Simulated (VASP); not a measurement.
# Mn (P6_3/mmc) in VASP: further runs, part 2 of 2

VASP 6.6.1.

## (4) Single point, LDA, collinear spin, ferromagnetic start (8.54 Å³/atom)

This run uses another cell than the first one, of 8.54 Å³/atom.

File INCAR:

```
  PREC = Accurate
  ENCUT = 520
  EDIFF = 1E-6
  ISMEAR = -1
  SIGMA = 0.08
  LREAL = False
  LASPH = True
  NELM = 150
  ALGO = Normal
  ISIF = 2
  LWAVE = False
  LCHARG = False
  ISPIN = 2
  MAGMOM = 3 3
  LORBIT = 11
  LMAXMIX = 4
  GGA = CA
  NBANDS = 24
```

File KPOINTS:

```
regular mesh
0
Gamma
  20 20 11
```

File POSCAR:

```
Mn
1.0
    2.3040876065      0.0000000000      0.0000000000
   -1.1520438033      1.9953983998      0.0000000000
    0.0000000000      0.0000000000      3.7144429439
Mn
2
Direct
    0.3333333333      0.6666666667      0.2500000000
    0.6666666667      0.3333333333      0.7500000000
```

Potentials or basis: VASP PAW LDA potentials, release 64 (Mn_pv).

Started as:

```console
> cat potpaw_LDA.64/Mn_pv/POTCAR > POTCAR
> mpirun -np 1 vasp_std > vasp.out
```

OUTCAR:

```text
PREC = Accurate
   ENCUT = 520
   EDIFF = 1E-6
   ISMEAR = -1
   LREAL = False
   LASPH = True
   NELM = 150
   ISIF = 2
   ISPIN = 2
   LORBIT = 11
   GGA = CA

 ion  position               nearest neighbor table
   1  0.333  0.667  0.250-   2 2.28   2 2.28   2 2.28   2 2.28   2 2.28   2 2.28
   2  0.667  0.333  0.750-   1 2.28   1 2.28   1 2.28   1 2.28   1 2.28   1 2.28

  LATTYP: Found a hexagonal cell.
 ALAT       =     2.3040876065
 C/A-ratio  =     1.6121101183

  Lattice vectors:

 A1 = (   2.3040876065,   0.0000000000,   0.0000000000)
 A2 = (  -1.1520438033,   1.9953983998,   0.0000000000)
 A3 = (   0.0000000000,   0.0000000000,   3.7144429439)

Analysis of symmetry for initial positions (statically):
=====================================================================
 Subroutine PRICEL returns:
 Original cell was already a primitive cell.

 Routine SETGRP: Setting up the symmetry group for a
 hexagonal supercell.
[... 850 lines left out ...]
      2     -33.2100      1.00000
      3     -33.2100      1.00000
      4     -32.9952      1.00000
      5     -32.9952      1.00000
      6     -32.9654      1.00000
[... 637 lines left out ...]
     23      39.0588      0.00000
     24      39.2440      0.00000

 [... further k-points ...]

------------------------ aborting loop because EDIFF is reached ----------------------------------------

  FORCE on cell =-STRESS in cart. coord.  units (eV):
  Direction    XX          YY          ZZ          XY          YZ          ZX
  --------------------------------------------------------------------------------------
  -------------------------------------------------------------------------------------
  Total        8.2998186      8.2998186      8.3025880     -0.0000000      0.0000000     -0.0000000
  in kB      778.6761729    778.6761729    778.9359903     -0.0000000      0.0000000     -0.0000000
  external PRESSURE =     778.7627787 kB  Pullay stress =       0.0000000 kB

 VOLUME and BASIS-vectors are now :
 -----------------------------------------------------------------------------
  energy-cutoff  :      520.00
  volume of cell :       17.08
      direct lattice vectors                 reciprocal lattice vectors
     2.304087606  0.000000000  0.000000000     0.434011275  0.250576527  0.000000000
    -1.152043803  1.995398400  0.000000000     0.000000000  0.501153053  0.000000000
     0.000000000  0.000000000  3.714442944     0.000000000  0.000000000  0.269219373

 POSITION                                       TOTAL-FORCE (eV/Angst)
 -----------------------------------------------------------------------------------
     -0.00000      1.33027      0.92861        -0.000000     -0.000000      0.000000
      1.15204      0.66513      2.78583         0.000000      0.000000      0.000000
 -----------------------------------------------------------------------------------
    total drift:                               -0.000000      0.000000     -0.000000

  FREE ENERGIE OF THE ION-ELECTRON SYSTEM (eV)
  ---------------------------------------------------
  free  energy   TOTEN  =       -19.6885381576 eV

  energy  without entropy=      -19.6460411984  energy(sigma->0) =      -19.66728968

 total charge

# of ion       s       p       d       tot
------------------------------------------
    1        0.529   6.566   5.470  12.566
    2        0.529   6.566   5.470  12.566
--------------------------------------------------
tot          1.058  13.133  10.941  25.132

 magnetization (x)

# of ion       s       p       d       tot
------------------------------------------
    1       -0.000  -0.000  -0.000  -0.000
    2       -0.000  -0.000  -0.000  -0.000
--------------------------------------------------
tot         -0.000  -0.000  -0.000  -0.000
```

OSZICAR:

```text
N       E                     dE             d eps       ncg     rms          rms(c)
DAV:   1     0.234584146217E+03    0.23458E+03   -0.14265E+04 26480   0.162E+03
DAV:   2    -0.107518914731E+02   -0.24534E+03   -0.23328E+03 25952   0.402E+02
DAV:   3    -0.200049377573E+02   -0.92530E+01   -0.92136E+01 28048   0.884E+01
DAV:   4    -0.200661101924E+02   -0.61172E-01   -0.61168E-01 28528   0.709E+00
DAV:   5    -0.200668123649E+02   -0.70217E-03   -0.70217E-03 28392   0.782E-01    0.315E+01
DAV:   6    -0.196122709136E+02    0.45454E+00   -0.52154E+00 28408   0.340E+01    0.647E+00
DAV:   7    -0.197038095840E+02   -0.91539E-01   -0.12584E-01 29080   0.377E+00    0.467E+00
DAV:   8    -0.197031611696E+02    0.64841E-03   -0.64977E-03 28504   0.952E-01    0.111E+00
DAV:   9    -0.196898397476E+02    0.13321E-01   -0.29008E-03 29784   0.673E-01    0.393E-01
DAV:  10    -0.196884169730E+02    0.14228E-02   -0.96423E-04 28400   0.342E-01    0.844E-02
DAV:  11    -0.196885299880E+02   -0.11302E-03   -0.10369E-04 28512   0.914E-02    0.198E-02
DAV:  12    -0.196885375004E+02   -0.75124E-05   -0.53269E-06 28120   0.238E-02    0.839E-03
DAV:  13    -0.196885381576E+02   -0.65722E-06   -0.36464E-07 18088   0.672E-03
   1 F= -.19688538E+02 E0= -.19667290E+02  d E =-.424970E-01  mag=    -0.0001
```

Run time: 3.4 min. Hardware: 1 thread of Intel Xeon 6975P-C (Granite Rapids), shared host; peak memory 0.24 GiB.

What came out:

```yaml
Free_energy: -19.6885 eV
Pressure: 77.9 GPa
Band_gap_on_the_k_mesh: zero (filled and empty bands overlap)
Net_moment: 0.00 μB per cell
Valence_electrons_inside_the_program's_atomic_spheres: Mn 12.57
```

Levels at points of the mesh, in eV from the Fermi level:
Spin up:
| k point | band 10 | band 11 | band 12 | band 13 | band 14 | band 15 | band 16 | band 17 |
| --- | --- | --- | --- | --- | --- | --- | --- | --- |
| (0.00, 0.00, 0.00) | -1.39 | -1.36 | -0.71 | -0.71 | -0.02 | -0.02 | 1.45 | 2.19 |
| (0.50, 0.00, 0.00) | -1.71 | -1.36 | -1.21 | -0.52 | 2.50 | 2.74 | 2.81 | 4.93 |
Spin down:
```tsv
k point	band 11	band 12	band 13	band 14	band 15	band 16
(0.00, 0.00, 0.00)	-1.36	-0.71	-0.71	-0.02	-0.02	1.45
(0.50, 0.00, 0.00)	-1.36	-1.21	-0.52	2.50	2.74	2.81
```

Caveat: the cell stands under pressure.
